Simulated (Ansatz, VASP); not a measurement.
**Two plane-wave programs on Mo**

```
Mo
1.0
     4.99603    0.00000    0.00000
     0.00000    4.99603    0.00000
     0.00000    0.00000    4.99603
Mo
8
Direct
  0.00000 0.00000 0.00000
  0.50000 0.50000 0.50000
  0.25000 0.00000 0.50000
  0.75000 0.00000 0.50000
  0.50000 0.25000 0.00000
  0.50000 0.75000 0.00000
  0.00000 0.50000 0.25000
  0.00000 0.50000 0.75000
```

Alike in both runs: task relaxation of cell and atoms; functional RPBE; k mesh 5 × 5 × 5; occupations fermi-dirac, width 0.1 eV; no spin polarisation.

|  | VASP | Ansatz |
| --- | --- | --- |
| version | VASP 6.6.1 | Ansatz 0.2.0 |
| potentials or method | VASP PAW PBE potentials, release 64 (Mo_sv), cutoff 600 eV | plane waves (420 eV) with PAW, scalar-relativistic |
| valence electrons in the cell | 112 | 112 |

Ansatz gave:

| Property | Result |
| --- | --- |
| relaxed volume (Å³/atom) | 16.25 |
| relaxed length of the cell vector where the two differ most in proportion (Å) | 5.065 |

Task: What did VASP give for the same quantities?

Result: Relaxed volume (Å³/atom): 16.27; relaxed length of the cell vector where the two differ most in proportion (Å): 5.068.

VASP's potentials were made for PBE, not for RPBE.
